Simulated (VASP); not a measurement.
Input of a VASP 6.6.1 run:

The input INCAR:

```
SYSTEM = Ru
  ALGO = Normal
  EDIFF = 1E-6
  ENCUT = 500
  GGA = PE
  GGA_COMPAT = .FALSE.
  ISIF = 2
  ISMEAR = -1
  LASPH = .TRUE.
  LCHARG = .FALSE.
  LREAL = .FALSE.
  LWAVE = .FALSE.
  NBANDS = 21
  NELM = 120
  PREC = Accurate
  SIGMA = 0.15
```

File KPOINTS:

```
k-points
0
G
  18 18 10
  0 0 0
```

The input POSCAR:

```
Ru
1.0
    2.6376255763      0.0000000000      0.0000000000
   -1.3188127882      2.2842507547      0.0000000000
    0.0000000000      0.0000000000      4.1792259207
Ru
2
Direct
    0.3333333333      0.6666666667      0.2500000000
    0.6666666667      0.3333333333      0.7500000000
```

Potentials or basis: VASP PAW PBE potentials, release 64 (Ru_pv).

Launch:

```bash
$ cat potpaw_PBE.64/Ru_pv/POTCAR > POTCAR
$ mpirun -np 1 vasp_std > vasp.out
```

Question: Estimate the band gap on the k mesh.

Answer: Zero (band 14 reaches 15.93 eV, above the bottom of band 15 at 12.43 eV).

Question: Estimate the pressure.

Answer: 35.1 GPa.
